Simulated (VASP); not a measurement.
Al, 1 atom in the cell. Symmetry: I4/mmm, No. 139, tetragonal system. Conventional cell: a = 3.278 Å, b = 3.278 Å, c = 3.135 Å, α = 90.00°, β = 90.00°, γ = 90.00°. Al (site symmetry 4/mmm) has 14 Al at 2.80 to 3.28 Å within 3.7 Å.  This cell differs from its parent crystal: strain +0.030 along x and y, -0.015 along z.

- Program: VASP 6.6.1
- Task: single point
- Functional: PBEsol
- Potentials or basis: VASP PAW PBE potentials, release 64 (Al)
- Cutoff: 520 eV
- k mesh: 20 × 20 × 20
- Occupations: gaussian, width 0.15 eV
- Spin: no spin polarisation
- Dipole correction: no
- Further INCAR settings: ALGO = Normal; EDIFF = 1e-07; NBANDS = 8

Potentials or basis: VASP PAW PBE potentials, release 64 (Al).

The run is started by

```console
$ cat potpaw_PBE.64/Al/POTCAR > POTCAR
$ mpirun -np 1 vasp_std > vasp.out
```

Hardware: 1 thread of Intel Xeon 8259CL, on a shared host.

Problem. Estimate the wall time of this run.

Solution. Wall time 78 s on 1 thread of Intel Xeon 8259CL, on a shared host, peak memory 0.19 GiB. Counts: scf iterations 11, k points 641.
